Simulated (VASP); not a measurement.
# MgO (P6_3mc) in VASP: notebook, part 2 of 2

VASP 6.6.1. The steps go on from the part before.

## 4. Single point, PBEsol

This run uses another cell than the first one, of 10.01 Å³/atom, 1.016 times its volume.

INCAR

```
SYSTEM = MgO
  PREC = Accurate
  ENCUT = 520
  EDIFF = 1E-6
  ISMEAR = 0
  SIGMA = 0.05
  LREAL = .FALSE.
  LASPH = .TRUE.
  NELM = 80
  ALGO = Normal
  ISIF = 2
  LWAVE = .FALSE.
  LCHARG = .FALSE.
  GGA = PS
  NBANDS = 16
```

KPOINTS

```
regular mesh
0
G
  9 9 6
  0 0 0
```

POSCAR

```
MgO
1.0
    3.1300000000      0.0000000000      0.0000000000
   -1.5650000000      2.7106595138      0.0000000000
    0.0000000000      0.0000000000      4.7182000000
Mg O
2 2
Direct
    0.3333333333      0.6666666667      0.0036583380
    0.6666666667      0.3333333333      0.5036583380
    0.3333333333      0.6666666667      0.4009416620
    0.6666666667      0.3333333333      0.9009416620
```

Potentials or basis: VASP PAW PBE potentials, release 64 (Mg, O).

Command:

```console
> cat potpaw_PBE.64/Mg/POTCAR potpaw_PBE.64/O/POTCAR > POTCAR
> mpirun -np 1 vasp_std > vasp.out
```

OUTCAR:

```text
SYSTEM = MgO
   PREC = Accurate
   ENCUT = 520
   EDIFF = 1E-6
   ISMEAR = 0
   LREAL = .FALSE.
   LASPH = .TRUE.
   NELM = 80
   ISIF = 2
   GGA = PS

 ion  position               nearest neighbor table
   1  0.333  0.667  0.004-   4 1.87   4 1.87   4 1.87   3 1.87   2 2.97   2 2.97   2 2.97   2 2.97
                             2 2.97   2 2.97
   2  0.667  0.333  0.504-   3 1.87   3 1.87   3 1.87   4 1.87   1 2.97   1 2.97   1 2.97   1 2.97
                             1 2.97   1 2.97
   3  0.333  0.667  0.401-   2 1.87   2 1.87   2 1.87   1 1.87
   4  0.667  0.333  0.901-   1 1.87   1 1.87   1 1.87   2 1.87

  LATTYP: Found a hexagonal cell.
 ALAT       =     3.1300000000
 C/A-ratio  =     1.5074121406

  Lattice vectors:

 A1 = (   3.1300000000,   0.0000000000,   0.0000000000)
 A2 = (  -1.5650000000,   2.7106595138,   0.0000000000)
 A3 = (   0.0000000000,   0.0000000000,   4.7182000000)

Analysis of symmetry for initial positions (statically):
=====================================================================
 Subroutine PRICEL returns:
 Original cell was already a primitive cell.

 Routine SETGRP: Setting up the symmetry group for a
 hexagonal supercell.

 Subroutine GETGRP returns: Found 12 space group operations
 (whereof  6 operations were pure point group operations)
[... 171 lines left out ...]
 E-fermi :   2.2480     XC(G=0): -10.7297

 val. band max:        2.0056682829   @ k =   0.0000   0.0000   0.0000
 cond. band min:       6.3342917178   @ k =   0.0000   0.0000   0.0000
 fundamental gap:      4.3286234348
 Fermi energy:         2.2480158837

 k-point     1 :       0.0000    0.0000    0.0000
  band No.  band energies     occupation
      1     -14.7737      2.00000
      2     -13.6225      2.00000
      3      -1.8497      2.00000
      4       1.1398      2.00000
      5       1.1398      2.00000
      6       1.5007      2.00000
[... 433 lines left out ...]
      3      -1.1911      2.00000
      4      -0.4999      2.00000
      5      -0.4999      2.00000
      6       0.3357      2.00000
[... 8 lines left out ...]
     15      16.9338      0.00000
     16      21.6397      0.00000

 [... further k-points ...]
[... 5 lines left out ...]
  --------------------------------------------------------------------------------------
  -------------------------------------------------------------------------------------
  Total        7.3539521      7.3539521      7.0013593      0.0000000     -0.0000000      0.0000000
  in kB      294.3308095    294.3308095    280.2188149      0.0000000     -0.0000000      0.0000000
  external PRESSURE =     289.6268113 kB  Pullay stress =       0.0000000 kB

 VOLUME and BASIS-vectors are now :
 -----------------------------------------------------------------------------
  energy-cutoff  :      520.00
  volume of cell :       40.03
      direct lattice vectors                 reciprocal lattice vectors
     3.130000000  0.000000000  0.000000000     0.319488818  0.184456955  0.000000000
    -1.565000000  2.710659514  0.000000000     0.000000000  0.368913910  0.000000000
     0.000000000  0.000000000  4.718200000     0.000000000  0.000000000  0.211945233

 POSITION                                       TOTAL-FORCE (eV/Angst)
 -----------------------------------------------------------------------------------
     -0.00000      1.80711      0.01726        -0.000000     -0.000000     -0.340819
      1.56500      0.90355      2.37636        -0.000000      0.000000     -0.340819
     -0.00000      1.80711      1.89172         0.000000      0.000000      0.340819
      1.56500      0.90355      4.25082        -0.000000     -0.000000      0.340819
 -----------------------------------------------------------------------------------
    total drift:                               -0.000000     -0.000000     -0.001029

  FREE ENERGIE OF THE ION-ELECTRON SYSTEM (eV)
  ---------------------------------------------------
  free  energy   TOTEN  =       -23.9718877863 eV

  energy  without entropy=      -23.9718877863  energy(sigma->0) =      -23.97188779
```

stdout:

```text
POSCAR found type information on POSCAR MgO
 POSCAR found :  2 types and       4 ions
 scaLAPACK will be used
 -----------------------------------------------------------------------------
|                                                                             |
|                                                                             |
|     You enforced a specific xc type in the INCAR file but a different       |
|     I HOPE YOU KNOW WHAT YOU ARE DOING!                                     |
|                                                                             |
 -----------------------------------------------------------------------------

 LDA part: xc-table for (Slater+PW92), standard interpolation
 POSCAR, INCAR and KPOINTS ok, starting setup
 FFT: planning ... GRIDC
 FFT: planning ... GRID_SOFT
 FFT: planning ... GRID
 WAVECAR not read
 entering main loop
```

It took 15 s on 1 thread of AMD EPYC 9R45 (Zen 5), shared host; peak memory 0.14 GiB.

Results:

* Free energy: -23.9719 eV
* Pressure: 29.0 GPa
* Largest force: 0.341 eV/Å
* Band gap on the k mesh: 4.33 eV, direct

Forces on the atoms (eV/Å):
```
Mg   0.000  0.000 -0.341
Mg   0.000  0.000 -0.341
O    0.000  0.000  0.341
O    0.000  0.000  0.341
```

Stress tensor (GPa, compression positive):
```
29.43  0.00  0.00
 0.00 29.43  0.00
 0.00  0.00 28.02
```

Caveat: the PAW data sets were made with another functional, which shifts forces and pressure a little. A k mesh can miss the band edges.

## 5. Single point, PBEsol

This run uses another cell than the first one, of 10.16 Å³/atom, 1.032 times its volume.

INCAR

```
SYSTEM = MgO
PREC = Accurate
ENCUT = 520
EDIFF = 1E-6
ISMEAR = 0
SIGMA = 0.05
LREAL = .FALSE.
LASPH = .TRUE.
NELM = 80
ALGO = Normal
ISIF = 2
LWAVE = .FALSE.
LCHARG = .FALSE.
GGA = PS
NBANDS = 16
```

KPOINTS

```
Automatic mesh
0
G
  9 9 6
  0 0 0
```

POSCAR

```
MgO
1.0
    3.1878000000      0.0000000000      0.0000000000
   -1.5939000000      2.7607157822      0.0000000000
    0.0000000000      0.0000000000      4.6178000000
Mg O
2 2
Direct
    0.3333333333      0.6666666667      0.0036583380
    0.6666666667      0.3333333333      0.5036583380
    0.3333333333      0.6666666667      0.4009416620
    0.6666666667      0.3333333333      0.9009416620
```

Command:

```console
> cat potpaw_PBE.64/Mg/POTCAR potpaw_PBE.64/O/POTCAR > POTCAR
> mpirun -np 1 vasp_std > vasp.out
```

Wall time 16 s (1 thread of AMD EPYC 9R45 (Zen 5), shared host); peak memory 0.14 GiB.

Results (log left out):

| Property | Result |
| --- | --- |
| Free energy | -24.0364 eV |
| Pressure | 25.4 GPa |
| Largest force | 1.159 eV/Å |
| Band gap on the k mesh | 4.15 eV, direct |

Forces in eV/Å, atoms in the order of the input:
```
Mg   0.000  0.000 -1.159
Mg   0.000  0.000 -1.159
O    0.000  0.000  1.159
O    0.000  0.000  1.159
```

Stress tensor (GPa, compression positive):
```
21.06  0.00  0.00
 0.00 21.06  0.00
 0.00  0.00 34.09
```

Levels at points of the mesh, in eV from the valence-band top:
```
           k point  band 6  band 7  band 8  band 9  band 10  band 11
(0.00, 0.00, 0.00)   -0.59   -0.59    0.00    4.15     9.41    11.62
(0.00, 0.00, 0.50)   -0.81   -0.81   -0.81    6.79     6.79    14.66
```

Caveat: the PAW data sets were made with another functional, which shifts forces and pressure a little. A k mesh can miss the band edges.

## 6. Overview

```tsv
cell	gap on the mesh (eV)	pressure (GPa)	largest force (eV/Å)
a = 3.072, b = 3.072, c = 4.819 Å, angles 90.0, 90.0, 120.0°, 4 atoms	4.53	34.0	0.41
a = 3.072, b = 3.072, c = 4.919 Å, angles 90.0, 90.0, 120.0°, 4 atoms	4.44	29.9	0.73
a = 3.130, b = 3.130, c = 4.718 Å, angles 90.0, 90.0, 120.0°, 4 atoms	4.33	29.0	0.34
a = 3.188, b = 3.188, c = 4.618 Å, angles 90.0, 90.0, 120.0°, 4 atoms	4.15	25.4	1.16
```

Alike in all rows: task single point; level PBEsol; potentials or basis VASP PAW PBE potentials, release 64 (Mg, O); no spin polarisation; k mesh 9 × 9 × 6; cutoff (eV) 520; smearing gaussian 0.05 eV.

Caveats: the PAW data sets were made with another functional, which shifts forces and pressure a little.

Absolute energies hang on the potentials; compare differences alone.
